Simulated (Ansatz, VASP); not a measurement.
## Two plane-wave programs on GdN

```
Gd N
1.0
     0.00000    2.49179    2.49179
     2.49179    0.00000    2.49179
     2.49179    2.49179    0.00000
Gd N
1 1
Direct
  0.00000 0.00000 0.00000
  0.50000 0.50000 0.50000
```

Alike in both runs: functional PBE; k mesh 15 × 15 × 15; occupations fermi-dirac, width 0.05 eV; collinear spin.

Ansatz relaxed the structure, and its values are those at the end. VASP's run is a single point on that final structure, the one shown.

|  | VASP | Ansatz |
| --- | --- | --- |
| version | VASP 6.6.1 | Ansatz 0.2.0 |
| potentials or method | VASP PAW PBE potentials, release 64 (Gd, N) | PAW with Ansatz's default frozen-core files, scalar-relativistic |
| plane-wave cutoff (eV) | 520 | 420 |
| valence electrons in the cell | 23 | 23 |

Ansatz gave:

| Quantity | Value |
| --- | --- |
| pressure (GPa) | 0.0 |
| net moment per atom (μB) | 3.50 |
| size of the moment on the site where the two differ most (μB) | 6.86 |

**Question.** What did VASP give for the same quantities?

**Answer.** Pressure (GPa): 0.1; net moment per atom (μB): 3.50; size of the moment on the site where the two differ most (μB): 6.80.

Site moments also hang on the region over which each program counts them.

Neither program's run includes spin-orbit coupling.
